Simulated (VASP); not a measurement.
Write the native input for VASP 6.6.1 that does the following.

```
Task                   : single point
Functional             : PBE
Potentials or basis    : VASP PAW PBE potentials, release 64 (Ta_pv)
Cutoff                 : 520 eV
k mesh                 : 20 × 20 × 20
Occupations            : gaussian, width 0.15 eV
Spin                   : no spin polarisation
Dipole correction      : no
Further INCAR settings : ALGO = Fast; EDIFF = 1e-06; NBANDS = 12
```

The structure of Ta lies in POSCAR:

```
Ta
1.0
   -1.4809205634      1.4809205634      2.2505549801
    1.4809205634     -1.4809205634      2.2505549801
    1.4809205634      1.4809205634     -2.2505549801
Ta
1
Direct
    0.0000000000      0.0000000000      0.0000000000
```

This cell differs from its parent crystal: volume 19.743 Å^3 an atom, c/a of the conventional cell 1.5197.

One way to write it, as run:

INCAR

```
ALGO = Fast
EDIFF = 1E-6
ENCUT = 520
GGA = PE
ISIF = 2
ISMEAR = 0
LASPH = T
LCHARG = F
LREAL = F
LWAVE = F
NBANDS = 12
NELM = 80
PREC = Accurate
SIGMA = 0.15
```

KPOINTS

```
k-points
0
Gamma
  20 20 20
```

Potentials or basis: VASP PAW PBE potentials, release 64 (Ta_pv).

Launch:

```sh
$ cat potpaw_PBE.64/Ta_pv/POTCAR > POTCAR
$ mpirun -np 1 vasp_std > vasp.out
```

It gave:

The pressure is -8.8 GPa.

Wall time 49 s on 1 thread of Intel(R) Xeon(R) 6975P-C (Granite Rapids), on a shared host, peak memory 0.26 GiB.
